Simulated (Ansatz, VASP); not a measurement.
**KH3F4 in VASP and in Ansatz**

```
F H K
1.0
     3.77646    2.18034    3.98947
    -3.77646    2.18034    3.98947
     0.00000   -4.36068    3.98947
F H K
8 6 2
Direct
  0.57195 0.92805 0.25000
  0.25000 0.57195 0.92805
  0.92805 0.25000 0.57195
  0.42805 0.07195 0.75000
  0.75000 0.42805 0.07195
  0.07195 0.75000 0.42805
  0.25000 0.25000 0.25000
  0.75000 0.75000 0.75000
  0.46800 0.03200 0.25000
  0.25000 0.46800 0.03200
  0.03200 0.25000 0.46800
  0.53200 0.96800 0.75000
  0.75000 0.53200 0.96800
  0.96800 0.75000 0.53200
  0.00000 0.00000 0.00000
  0.50000 0.50000 0.50000
```

Alike in both runs: task single point; functional r2SCAN; k mesh 5 × 5 × 5; occupations gaussian, width 0.1627 eV; no spin polarisation.

|  | VASP | Ansatz |
| --- | --- | --- |
| version | VASP 6.6.1 | Ansatz 0.2.0 |
| potentials or method | VASP PAW PBE potentials, release 64 (F, H, K_sv), cutoff 520 eV | PAW plane waves |
| valence electrons in the cell | 80 | 80 |

Ansatz gave:

```
gap on the k mesh at the Fermi level (eV) : 7.05
pressure (GPa)                            : 18.3
rms of the force components (eV/Å)        : 7.585
```

Task: What did VASP give for the same quantities?

Result: gap on the k mesh at the Fermi level (eV): 7.07; pressure (GPa): 21.0; rms of the force components (eV/Å): 8.876.

VASP's potentials were made for PBE, not for r2SCAN. Ansatz's warnings: structure snapped to symmetry.
